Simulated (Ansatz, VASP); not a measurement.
# Two plane-wave programs on C

```
C
1.0
     3.57148    0.00000    0.00000
     0.00000   -3.57148    0.00000
     0.00000    0.00000   -3.57148
C
8
Cartesian
  1.7165 -0.0693 -0.0693
  0.0000 -1.7857 0.0000
  0.0000 0.0000 -1.7857
  1.7857 -1.7857 -1.7857
  2.6786 -2.6786 -2.6786
  0.8929 -0.8929 -2.6786
  0.8929 -2.6786 -0.8929
  2.6786 -0.8929 -0.8929
```

Alike in both runs: task single point; functional PBE; k mesh 6 × 6 × 6; occupations gaussian, width 0.05 eV; no spin polarisation.

|  | VASP | Ansatz |
| --- | --- | --- |
| version | VASP 6.6.1 | Ansatz 0.2.0 |
| potentials or method | VASP PAW PBE potentials, release 64 (C), cutoff 520 eV | scalar-relativistic, plane waves, PAW |
| valence electrons in the cell | 32 | 32 |

|  | VASP | Ansatz | Ansatz less VASP |
| --- | --- | --- | --- |
| gap on the k mesh at the Fermi level (eV) | 3.38 | 3.39 | +0.006 |
| least direct gap on the mesh (eV) | 3.38 | 3.39 | +0.006 |
| pressure (GPa) | 2.0 | 1.3 | -0.67 |
| traceless stress, the component that is largest in VASP (GPa) | 0.00 | 0.05 | +0.051 |
| rms of the force components (eV/Å) | 1.049 | 1.045 | -0.0042 |

Atom by atom the forces differ by 0.006 eV/Å (rms over components). The functional is the same, so the differences come from potentials, cutoffs and numerics.
